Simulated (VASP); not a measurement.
# AlCo (Pm-3m) in VASP: notebook, part 2 of 3

VASP 6.6.1.

**3. Single point, r2SCAN, collinear spin, ferromagnetic start**

This run uses another cell than the first one, of 10.76 Å³/atom, 1.021 times its volume.

POSCAR

```
AlCo
1.0
    2.7812984956      0.0000000000      0.0000000000
    0.0000000000      2.7812984956      0.0000000000
    0.0000000000      0.0000000000      2.7812984956
Co Al
1 1
Direct
    0.5000000000      0.5000000000      0.5000000000
    0.0000000000      0.0000000000      0.0000000000
```

INCAR.step1

```
  ALGO = Normal
  EDIFF = 1E-4
  ENCUT = 520
  GGA = PE
  ISMEAR = -1
  ISPIN = 2
  LASPH = T
  LCHARG = F
  LMAXMIX = 4
  LREAL = F
  LWAVE = T
  MAGMOM = 2 0
  NBANDS = 17
  NELM = 150
  PREC = Accurate
  SIGMA = 0.05
```

INCAR.step2

```
  ALGO = Normal
  EDIFF = 1E-6
  ENCUT = 520
  ISIF = 2
  ISMEAR = -1
  ISPIN = 2
  ISTART = 1
  LASPH = T
  LCHARG = F
  LMAXMIX = 4
  LMIXTAU = T
  LORBIT = 11
  LREAL = F
  LWAVE = F
  MAGMOM = 2 0
  METAGGA = R2SCAN
  NBANDS = 17
  NELM = 150
  PREC = Accurate
  SIGMA = 0.05
```

KPOINTS

```
k-points
0
Gamma
  9 9 9
```

Potentials or basis: VASP PAW PBE potentials, release 64 (Co, Al).

Command:

```
$ cat potpaw_PBE.64/Co/POTCAR potpaw_PBE.64/Al/POTCAR > POTCAR
$ cp INCAR.step1 INCAR
$ mpirun -np 1 vasp_std > vasp.out
$ cp INCAR.step2 INCAR
$ mpirun -np 1 vasp_std > vasp.out
```

OUTCAR:

```text
EDIFF = 1E-6
   ENCUT = 520
   ISIF = 2
   ISMEAR = -1
   ISPIN = 2
   ISTART = 1
   LASPH = T
   LORBIT = 11
   LREAL = F
   METAGGA = R2SCAN
   NELM = 150
   PREC = Accurate

 ion  position               nearest neighbor table
   1  0.500  0.500  0.500-   2 2.41   2 2.41   2 2.41   2 2.41   2 2.41   2 2.41   2 2.41   2 2.41

   2  0.000  0.000  0.000-   1 2.41   1 2.41   1 2.41   1 2.41   1 2.41   1 2.41   1 2.41   1 2.41

  LATTYP: Found a simple cubic cell.
 ALAT       =     2.7812984956

  Lattice vectors:

 A1 = (   2.7812984956,   0.0000000000,   0.0000000000)
 A2 = (   0.0000000000,   2.7812984956,   0.0000000000)
 A3 = (   0.0000000000,   0.0000000000,   2.7812984956)

Analysis of symmetry for initial positions (statically):
=====================================================================
 Subroutine PRICEL returns:
 Original cell was already a primitive cell.

 Routine SETGRP: Setting up the symmetry group for a
 simple cubic supercell.

 Subroutine GETGRP returns: Found 48 space group operations
 (whereof 48 operations were pure point group operations)
 out of a pool of 48 trial point group operations.

The static configuration has the point symmetry O_h .

Analysis of symmetry for dynamics (positions and initial velocities):
=====================================================================
 Subroutine PRICEL returns:
 Original cell was already a primitive cell.

 Routine SETGRP: Setting up the symmetry group for a
 simple cubic supercell.

 Subroutine GETGRP returns: Found 48 space group operations
 (whereof 48 operations were pure point group operations)
 out of a pool of 48 trial point group operations.

The dynamic configuration has the point symmetry O_h .

Analysis of structural, dynamic, and magnetic symmetry:
=====================================================================
 Subroutine PRICEL returns:
 Original cell was already a primitive cell.

 Routine SETGRP: Setting up the symmetry group for a
 simple cubic supercell.

[... 143 lines left out ...]

 Free energy of the ion-electron system (eV)
  ---------------------------------------------------
  ext. energy  EPLUGINS =         0.00000000
  ---------------------------------------------------
  free energy    TOTEN  =       -21.05513809 eV

  energy without entropy =      -21.05066092  energy(sigma->0) =      -21.05289951

 E-fermi :  11.5598     XC(G=0): -13.6495

 val. band max:       11.5120906422   @ k =   0.4444   0.4444   0.1111
 cond. band min:      11.6830136435   @ k =   0.4444   0.4444   0.3333
 fundamental gap:      0.1709230013
 Fermi energy:        11.5597662452

 spin component 1

 k-point     1 :       0.0000    0.0000    0.0000
  band No.  band energies     occupation
      1      -0.7259      1.00000
      2       8.1025      1.00000
      3       8.1025      1.00000
      4      10.3592      1.00000
      5      10.3592      1.00000
      6      10.3592      1.00000
[... 459 lines left out ...]
      6       9.9649      1.00000
[... 9 lines left out ...]
     16      35.3419      0.00000
     17      36.9485      0.00000

 [... further k-points ...]

 spin component 2

 k-point     1 :       0.0000    0.0000    0.0000
  band No.  band energies     occupation
      1      -0.7253      1.00000
      2       8.1008      1.00000
      3       8.1008      1.00000
      4      10.3587      1.00000
      5      10.3587      1.00000
      6      10.3587      1.00000
[... 459 lines left out ...]
      6       9.9645      1.00000
[... 9 lines left out ...]
     16      35.3421      0.00000
     17      36.9487      0.00000

 [... further k-points ...]
[... 5 lines left out ...]
  --------------------------------------------------------------------------------------
  -------------------------------------------------------------------------------------
  Total        1.2711549      1.2711549      1.2711549     -0.0000000     -0.0000000      0.0000000
  in kB       94.6599468     94.6599468     94.6599468     -0.0000000     -0.0000000      0.0000000
  external PRESSURE =      94.6599468 kB  Pullay stress =       0.0000000 kB

 VOLUME and BASIS-vectors are now :
 -----------------------------------------------------------------------------
  energy-cutoff  :      520.00
  volume of cell :       21.52
      direct lattice vectors                 reciprocal lattice vectors
     2.781298496  0.000000000  0.000000000     0.359544293  0.000000000  0.000000000
     0.000000000  2.781298496  0.000000000     0.000000000  0.359544293  0.000000000
     0.000000000  0.000000000  2.781298496     0.000000000  0.000000000  0.359544293

 POSITION                                       TOTAL-FORCE (eV/Angst)
 -----------------------------------------------------------------------------------
      1.39065      1.39065      1.39065         0.000000      0.000000      0.000000
      0.00000      0.00000      0.00000         0.000000      0.000000      0.000000
 -----------------------------------------------------------------------------------
    total drift:                                0.000000     -0.000000     -0.000000

  FREE ENERGIE OF THE ION-ELECTRON SYSTEM (eV)
  ---------------------------------------------------
  free  energy   TOTEN  =       -21.0551380881 eV

  energy  without entropy=      -21.0506609239  energy(sigma->0) =      -21.05289951

 total charge

# of ion       s       p       d       tot
------------------------------------------
    1        0.484   0.611   7.548   8.642
    2        0.403   0.476   0.000   0.879
--------------------------------------------------
tot          0.887   1.086   7.548   9.521

 magnetization (x)

# of ion       s       p       d       tot
------------------------------------------
    1        0.000   0.000  -0.001  -0.001
    2        0.000   0.000   0.000   0.000
--------------------------------------------------
tot          0.000   0.000  -0.001  -0.001
```

OUTCAR.step1:

```text
EDIFF = 1E-4
   ENCUT = 520
   GGA = PE
   ISMEAR = -1
   ISPIN = 2
   LASPH = T
[... 1203 lines left out ...]
 -----------------------------------------------------------------------------------
      1.39065      1.39065      1.39065         0.000000      0.000000      0.000000
      0.00000      0.00000      0.00000         0.000000      0.000000      0.000000
 -----------------------------------------------------------------------------------
    total drift:                                0.000000     -0.000000     -0.000000

  FREE ENERGIE OF THE ION-ELECTRON SYSTEM (eV)
  ---------------------------------------------------
  free  energy   TOTEN  =       -11.9180954399 eV

  energy  without entropy=      -11.9142544098  energy(sigma->0) =      -11.91617492
```

OSZICAR.step1:

```text
N       E                     dE             d eps       ncg     rms          rms(c)
DAV:   1     0.375151417167E+02    0.37515E+02   -0.49122E+03  2452   0.753E+02
DAV:   2    -0.110974195844E+02   -0.48613E+02   -0.43450E+02  2687   0.152E+02
DAV:   3    -0.131156653844E+02   -0.20182E+01   -0.19832E+01  2889   0.325E+01
DAV:   4    -0.131461542310E+02   -0.30489E-01   -0.30469E-01  2896   0.357E+00
DAV:   5    -0.131470334896E+02   -0.87926E-03   -0.87920E-03  2969   0.649E-01    0.143E+01
DAV:   6    -0.153937263814E+02   -0.22467E+01   -0.42041E+01  2664   0.712E+01    0.153E+01
DAV:   7    -0.119465249032E+02    0.34472E+01   -0.22485E+01  2706   0.455E+01    0.251E+00
DAV:   8    -0.119302786312E+02    0.16246E-01   -0.16062E-01  2902   0.267E+00    0.128E+00
DAV:   9    -0.119190788732E+02    0.11200E-01   -0.36657E-02  3134   0.138E+00    0.745E-01
DAV:  10    -0.119180627478E+02    0.10161E-02   -0.97090E-04  3113   0.203E-01    0.193E-01
DAV:  11    -0.119180954399E+02   -0.32692E-04   -0.25667E-04  1821   0.120E-01
   1 F= -.11918095E+02 E0= -.11916175E+02  d E =-.384103E-02  mag=     0.0039
```

Run time: 33 s. Hardware: 1 thread of Intel Xeon Platinum 8481C at 2.70GHz (Sapphire Rapids), shared host; peak memory 0.17 GiB.

Results:

- Free energy: -21.0551 eV
- Pressure: 9.5 GPa
- Band gap on the k mesh: zero (filled and empty bands overlap)
- Net moment: 0.00 μB per cell
- Valence electrons inside the program's atomic spheres: Co 8.64; Al 0.88

Levels at points of the mesh, in eV from the Fermi level:
Spin up:
| k point | band 4 | band 5 | band 6 | band 7 | band 8 | band 9 |
| --- | --- | --- | --- | --- | --- | --- |
| (0.00, 0.00, 0.00) | -1.20 | -1.20 | -1.20 | 6.67 | 6.67 | 6.67 |
Spin down:
```tsv
k point	band 4	band 5	band 6	band 7	band 8	band 9
(0.00, 0.00, 0.00)	-1.20	-1.20	-1.20	6.67	6.67	6.67
```

Caveat: the starting moments collapsed, and a magnetic state may lie lower; the PAW data sets were made with another functional, which shifts forces and pressure a little.

**4. Single point, r2SCAN, collinear spin, ferromagnetic start**

This run uses another cell than the first one, of 10.98 Å³/atom, 1.043 times its volume.

POSCAR

```
AlCo
1.0
    2.8004804707      0.0000000000      0.0000000000
    0.0000000000      2.8004804707      0.0000000000
    0.0000000000      0.0000000000      2.8004804707
Co Al
1 1
Direct
    0.5000000000      0.5000000000      0.5000000000
    0.0000000000      0.0000000000      0.0000000000
```

INCAR.step1

```
SYSTEM = AlCo
ALGO     = Normal         ! electronic algorithm
EDIFF    = 1E-4           ! SCF threshold, eV
ENCUT    = 520            ! plane-wave cutoff, eV
GGA      = PE             ! functional
ISMEAR   = -1             ! smearing method
ISPIN    = 2              ! spin polarisation
LASPH    = .TRUE.         ! aspherical terms in the spheres
LCHARG   = .FALSE.        ! write CHGCAR
LMAXMIX  = 4              ! l up to which the mixer works
LREAL    = .FALSE.        ! projectors in reciprocal space
LWAVE    = .TRUE.         ! write WAVECAR
MAGMOM   = 2 0            ! initial moments
NBANDS   = 17             ! bands
NELM     = 150            ! most SCF steps
PREC     = Accurate       ! precision mode
SIGMA    = 0.05           ! smearing width, eV
```

INCAR.step2

```
SYSTEM = AlCo
ALGO     = Normal         ! electronic algorithm
EDIFF    = 1E-7           ! SCF threshold, eV
ENCUT    = 520            ! plane-wave cutoff, eV
ISIF     = 2              ! what is computed and relaxed
ISMEAR   = -1             ! smearing method
ISPIN    = 2              ! spin polarisation
ISTART   = 1            
LASPH    = .TRUE.         ! aspherical terms in the spheres
LCHARG   = .FALSE.        ! write CHGCAR
LMAXMIX  = 4              ! l up to which the mixer works
LMIXTAU  = .TRUE.       
LORBIT   = 11             ! projections on sites
LREAL    = .FALSE.        ! projectors in reciprocal space
LWAVE    = .FALSE.        ! write WAVECAR
MAGMOM   = 2 0            ! initial moments
METAGGA  = R2SCAN         ! meta-GGA
NBANDS   = 17             ! bands
NELM     = 150            ! most SCF steps
PREC     = Accurate       ! precision mode
SIGMA    = 0.05           ! smearing width, eV
```

KPOINTS

```
k-points
0
G
  9 9 9
  0 0 0
```

Potentials or basis: VASP PAW PBE potentials, release 64 (Co, Al).

Command:

```
$ cat potpaw_PBE.64/Co/POTCAR potpaw_PBE.64/Al/POTCAR > POTCAR
$ cp INCAR.step1 INCAR
$ mpirun -np 1 vasp_std > vasp.out
$ cp INCAR.step2 INCAR
$ mpirun -np 1 vasp_std > vasp.out
```

OUTCAR:

```text
SYSTEM = AlCo
   EDIFF = 1E-7
   ENCUT = 520
   ISIF = 2
   ISMEAR = -1
   ISPIN = 2
   ISTART = 1
   LASPH = .TRUE.
   LORBIT = 11
   LREAL = .FALSE.
   METAGGA = R2SCAN
   NELM = 150
   PREC = Accurate

 ion  position               nearest neighbor table
   1  0.500  0.500  0.500-   2 2.43   2 2.43   2 2.43   2 2.43   2 2.43   2 2.43   2 2.43   2 2.43

   2  0.000  0.000  0.000-   1 2.43   1 2.43   1 2.43   1 2.43   1 2.43   1 2.43   1 2.43   1 2.43

  LATTYP: Found a simple cubic cell.
 ALAT       =     2.8004804707

  Lattice vectors:

 A1 = (   2.8004804707,   0.0000000000,   0.0000000000)
 A2 = (   0.0000000000,   2.8004804707,   0.0000000000)
 A3 = (   0.0000000000,   0.0000000000,   2.8004804707)

Analysis of symmetry for initial positions (statically):
=====================================================================
 Subroutine PRICEL returns:
 Original cell was already a primitive cell.

 Routine SETGRP: Setting up the symmetry group for a
 simple cubic supercell.

 Subroutine GETGRP returns: Found 48 space group operations
 (whereof 48 operations were pure point group operations)
 out of a pool of 48 trial point group operations.

The static configuration has the point symmetry O_h .

Analysis of symmetry for dynamics (positions and initial velocities):
=====================================================================
 Subroutine PRICEL returns:
 Original cell was already a primitive cell.

 Routine SETGRP: Setting up the symmetry group for a
 simple cubic supercell.

 Subroutine GETGRP returns: Found 48 space group operations
 (whereof 48 operations were pure point group operations)
 out of a pool of 48 trial point group operations.

The dynamic configuration has the point symmetry O_h .

Analysis of structural, dynamic, and magnetic symmetry:
=====================================================================
 Subroutine PRICEL returns:
 Original cell was already a primitive cell.

 Routine SETGRP: Setting up the symmetry group for a
 simple cubic supercell.

 Subroutine GETGRP returns: Found 48 space group operations
[... 142 lines left out ...]

 Free energy of the ion-electron system (eV)
  ---------------------------------------------------
  ext. energy  EPLUGINS =         0.00000000
  ---------------------------------------------------
  free energy    TOTEN  =       -21.07501067 eV

  energy without entropy =      -21.07039008  energy(sigma->0) =      -21.07270038

 E-fermi :  11.2662     XC(G=0): -13.5368

 val. band max:       11.2199690210   @ k =   0.4444   0.4444   0.1111
 cond. band min:      11.3947394525   @ k =   0.4444   0.4444   0.3333
 fundamental gap:      0.1747704316
 Fermi energy:        11.2661624163

 spin component 1

 k-point     1 :       0.0000    0.0000    0.0000
  band No.  band energies     occupation
      1      -0.8695      1.00000
      2       7.9172      1.00000
      3       7.9172      1.00000
      4      10.0947      1.00000
      5      10.0947      1.00000
      6      10.0947      1.00000
[... 459 lines left out ...]
      6       9.7118      1.00000
[... 9 lines left out ...]
     16      34.7500      0.00000
     17      36.3660      0.00000

 [... further k-points ...]

 spin component 2

 k-point     1 :       0.0000    0.0000    0.0000
  band No.  band energies     occupation
      1      -0.8686      1.00000
      2       7.9144      1.00000
      3       7.9144      1.00000
      4      10.0939      1.00000
      5      10.0939      1.00000
      6      10.0939      1.00000
[... 459 lines left out ...]
      6       9.7112      1.00000
[... 9 lines left out ...]
     16      34.7502      0.00000
     17      36.3663      0.00000

 [... further k-points ...]
[... 5 lines left out ...]
  --------------------------------------------------------------------------------------
  -------------------------------------------------------------------------------------
  Total        0.6506253      0.6506253      0.6506253     -0.0000000     -0.0000000     -0.0000000
  in kB       47.4617639     47.4617639     47.4617639     -0.0000000     -0.0000000     -0.0000000
  external PRESSURE =      47.4617639 kB  Pullay stress =       0.0000000 kB

 VOLUME and BASIS-vectors are now :
 -----------------------------------------------------------------------------
  energy-cutoff  :      520.00
  volume of cell :       21.96
      direct lattice vectors                 reciprocal lattice vectors
     2.800480471  0.000000000  0.000000000     0.357081583  0.000000000  0.000000000
     0.000000000  2.800480471  0.000000000     0.000000000  0.357081583  0.000000000
     0.000000000  0.000000000  2.800480471     0.000000000  0.000000000  0.357081583

 POSITION                                       TOTAL-FORCE (eV/Angst)
 -----------------------------------------------------------------------------------
      1.40024      1.40024      1.40024         0.000000      0.000000      0.000000
      0.00000      0.00000      0.00000         0.000000      0.000000      0.000000
 -----------------------------------------------------------------------------------
    total drift:                                0.000000     -0.000000     -0.000000

  FREE ENERGIE OF THE ION-ELECTRON SYSTEM (eV)
  ---------------------------------------------------
  free  energy   TOTEN  =       -21.0750106733 eV

  energy  without entropy=      -21.0703900784  energy(sigma->0) =      -21.07270038

 total charge

# of ion       s       p       d       tot
------------------------------------------
    1        0.475   0.592   7.532   8.598
    2        0.399   0.465   0.000   0.865
--------------------------------------------------
tot          0.875   1.057   7.532   9.463

 magnetization (x)

# of ion       s       p       d       tot
------------------------------------------
    1        0.000   0.000  -0.001  -0.001
    2        0.000   0.000   0.000   0.000
--------------------------------------------------
tot          0.000   0.000  -0.001  -0.001
```

OUTCAR.step1:

```text
SYSTEM = AlCo
   EDIFF = 1E-4
   ENCUT = 520
   GGA = PE
   ISMEAR = -1
   ISPIN = 2
   LASPH = .TRUE.
   LREAL = .FALSE.
[... 1203 lines left out ...]
      1.40024      1.40024      1.40024         0.000000      0.000000      0.000000
      0.00000      0.00000      0.00000         0.000000      0.000000      0.000000
 -----------------------------------------------------------------------------------
    total drift:                                0.000000     -0.000000     -0.000000

  FREE ENERGIE OF THE ION-ELECTRON SYSTEM (eV)
  ---------------------------------------------------
  free  energy   TOTEN  =       -11.9551992663 eV

  energy  without entropy=      -11.9511191124  energy(sigma->0) =      -11.95315919
```

OSZICAR.step1:

```text
N       E                     dE             d eps       ncg     rms          rms(c)
DAV:   1     0.386989730295E+02    0.38699E+02   -0.49181E+03  2428   0.753E+02
DAV:   2    -0.111904274342E+02   -0.49889E+02   -0.44527E+02  2720   0.153E+02
DAV:   3    -0.131613200923E+02   -0.19709E+01   -0.19445E+01  2889   0.324E+01
DAV:   4    -0.131893611146E+02   -0.28041E-01   -0.28023E-01  2981   0.343E+00
DAV:   5    -0.131901988002E+02   -0.83769E-03   -0.83763E-03  2984   0.635E-01    0.140E+01
DAV:   6    -0.155615147026E+02   -0.23713E+01   -0.43016E+01  2687   0.715E+01    0.157E+01
DAV:   7    -0.119781208931E+02    0.35834E+01   -0.23238E+01  2747   0.458E+01    0.253E+00
DAV:   8    -0.119668848937E+02    0.11236E-01   -0.16334E-01  2874   0.265E+00    0.129E+00
DAV:   9    -0.119561999219E+02    0.10685E-01   -0.37595E-02  3238   0.139E+00    0.770E-01
DAV:  10    -0.119551945405E+02    0.10054E-02   -0.12956E-03  3128   0.235E-01    0.189E-01
DAV:  11    -0.119551992663E+02   -0.47258E-05   -0.18008E-04  1897   0.986E-02
   1 F= -.11955199E+02 E0= -.11953159E+02  d E =-.408015E-02  mag=     0.0046
```

It took 34 s on 1 thread of Intel Xeon Platinum 8481C at 2.70GHz (Sapphire Rapids), shared host; peak memory 0.17 GiB.

What came out:

| Quantity | Value |
| --- | --- |
| Free energy | -21.0750 eV |
| Pressure | 4.7 GPa |
| Band gap on the k mesh | zero (filled and empty bands overlap) |
| Net moment | 0.00 μB per cell |
| Valence electrons inside the program's atomic spheres | Co 8.60; Al 0.86 |

Caveat: the starting moments collapsed, and a magnetic state may lie lower; the PAW data sets were made with another functional, which shifts forces and pressure a little.

(Part 2 of 3 ends here.)
